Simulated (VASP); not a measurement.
A run of VASP 6.6.1 is set up as follows.

INCAR

```
SYSTEM = Ti3Al4Ni
ALGO     = All            ! electronic algorithm
EDIFF    = 1E-6           ! SCF threshold, eV
ENCUT    = 550            ! plane-wave cutoff, eV
GGA      = PE             ! functional
GGA_COMPAT= .False.      
ISEARCH  = 1            
ISIF     = 2              ! what is computed and relaxed
ISMEAR   = 0              ! smearing method
KPAR     = 4            
LASPH    = .True.         ! aspherical terms in the spheres
LCHARG   = .False.        ! write CHGCAR
LREAL    = .False.        ! projectors in reciprocal space
LWAVE    = .False.        ! write WAVECAR
NBANDS   = 39             ! bands
NELM     = 300            ! most SCF steps
PREC     = Accurate       ! precision mode
SIGMA    = 0.1            ! smearing width, eV
```

Contents of KPOINTS:

```
k-points
0
Gamma
  6 6 12
  0 0 0
```

File POSCAR:

```
Ti3Al4Ni
1.0
    6.2763724000      0.0000000000      0.0000000000
    0.0000000000      6.2763724000      0.0000000000
    0.0000000000      0.0000000000      3.0917412000
Ti Al Ni
3 4 1
Direct
    0.5000000000      0.0000000000      0.5000000000
    0.5000000000      0.5000000000      0.5000000000
    0.0000000000      0.5000000000      0.5000000000
    0.2234760000      0.7765240000      0.0000000000
    0.2234760000      0.2234760000      0.0000000000
    0.7765240000      0.7765240000      0.0000000000
    0.7765240000      0.2234760000      0.0000000000
    0.0000000000      0.0000000000      0.5000000000
```

Potentials or basis: VASP PAW PBE potentials, release 64 (Ti_sv, Al, Ni).

Command:

```sh
$ cat potpaw_PBE.64/Ti_sv/POTCAR potpaw_PBE.64/Al/POTCAR potpaw_PBE.64/Ni/POTCAR > POTCAR
$ mpirun -np 4 vasp_std > vasp.out
```

Q: What does it give for the largest force?

A: 0.005 eV/Å.

Q: Predict the pressure.

A: 0.0 GPa.

Q: Predict the band gap on the k mesh.

A: Zero (bands 29 and 30 overlap by 0.96 eV).

Forces on the atoms (eV/Å):
```
Ti   0.000  0.000  0.000
Ti   0.000  0.000  0.000
Ti   0.000  0.000  0.000
Al   0.003 -0.003  0.000
Al   0.003  0.003  0.000
Al  -0.003 -0.003  0.000
Al  -0.003  0.003  0.000
Ni   0.000  0.000  0.000
```

Spin polarisation is off, so any magnetic state and its effect on volume and gap are missing.
